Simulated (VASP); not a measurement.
Here is a VASP 6.6.1 calculation.

The input INCAR:

```
ALGO = Normal
EDIFF = 1E-6
EDIFFG = -0.002
ENCUT = 600
GGA = PS
IBRION = 2
ISIF = 3
ISMEAR = 0
LASPH = T
LCHARG = F
LREAL = F
LWAVE = F
NELM = 80
NSW = 100
PREC = Accurate
PSTRESS = 40.0
SIGMA = 0.01
```

The input KPOINTS:

```
k-points
0
Gamma
  6 6 8
```

Contents of POSCAR:

```
TiO2
1.0
    4.5912577569      0.0000000000      0.0000000000
    0.0000000000      4.5912577569      0.0000000000
    0.0000000000      0.0000000000      2.9389898555
Ti O
2 4
Direct
    0.0000000000      0.0000000000      0.0000000000
    0.5000000000      0.5000000000      0.5000000000
    0.3044381815      0.3044381815      0.0000000000
    0.1955618185      0.8044381815      0.5000000000
    0.6955618185      0.6955618185      0.0000000000
    0.8044381815      0.1955618185      0.5000000000
```

Potentials or basis: VASP PAW PBE potentials, release 64 (Ti_sv, O).

Command:

```bash
$ cat potpaw_PBE.64/Ti_sv/POTCAR potpaw_PBE.64/O/POTCAR > POTCAR
$ mpirun -np 1 vasp_std > vasp.out
```

Question: What does it give for the relaxed cell?

Answer: a = 4.561 Å, b = 4.561 Å, c = 2.932 Å, α = 90.00°, β = 90.00°, γ = 90.00°.

Question: What does it give for the relaxed volume?

Answer: 10.16 Å³/atom.

Question: Predict the band gap on the k mesh.

Answer: 1.84 eV, direct.

Question: Predict the space group after relaxing (to 0.05 Å).

Answer: P4_2/mnm (No. 136).

Step by step:
| step | energy change (eV) | largest force (eV/Å) | pressure (GPa) | volume (Å³) |
| --- | --- | --- | --- | --- |
| 1 | 0.0000 | 0.0232 | 0.45 | 61.95 |
| 2 | 0.0583 | 0.1717 | 9.10 | 59.92 |
| 3 | 0.0120 | 0.0864 | 4.03 | 61.07 |
| 4 | 0.0126 | 0.0046 | 3.97 | 61.00 |
| 5 | 0.0128 | 0.0069 | 3.99 | 60.99 |
| 6 | 0.0128 | 0.0048 | 4.01 | 60.99 |
| 7 | 0.0127 | 0.0002 | 3.98 | 61.00 |
| 8 | 0.0127 | 0.0023 | 4.01 | 60.99 |
| 9 | 0.0126 | 0.0011 | 3.97 | 61.00 |
| 10 | 0.0125 | 0.0022 | 3.98 | 61.00 |
| 11 | 0.0124 | 0.0041 | 3.95 | 61.01 |
| 12 | 0.0125 | 0.0026 | 3.94 | 61.00 |
| 13 | 0.0125 | 0.0018 | 3.95 | 61.00 |
| 14 | 0.0125 | 0.0016 | 3.95 | 61.00 |
| 15 | 0.0130 | 0.0042 | 4.01 | 60.98 |
| 16 | 0.0130 | 0.0036 | 4.05 | 60.98 |
| 17 | 0.0127 | 0.0028 | 4.00 | 60.99 |
| 18 | 0.0127 | 0.0026 | 4.01 | 60.99 |
| 19 | 0.0126 | 0.0024 | 3.98 | 61.00 |
| 20 | 0.0127 | 0.0028 | 3.99 | 60.99 |
| 21 | 0.0127 | 0.0031 | 3.99 | 60.99 |
| 22 | 0.0128 | 0.0003 | 4.00 | 60.99 |

Caveat: the cell is relaxed towards a set pressure, so the enthalpy falls and the energy may rise; the PAW data sets were made with another functional, which shifts forces and pressure a little. A k mesh can miss the band edges.
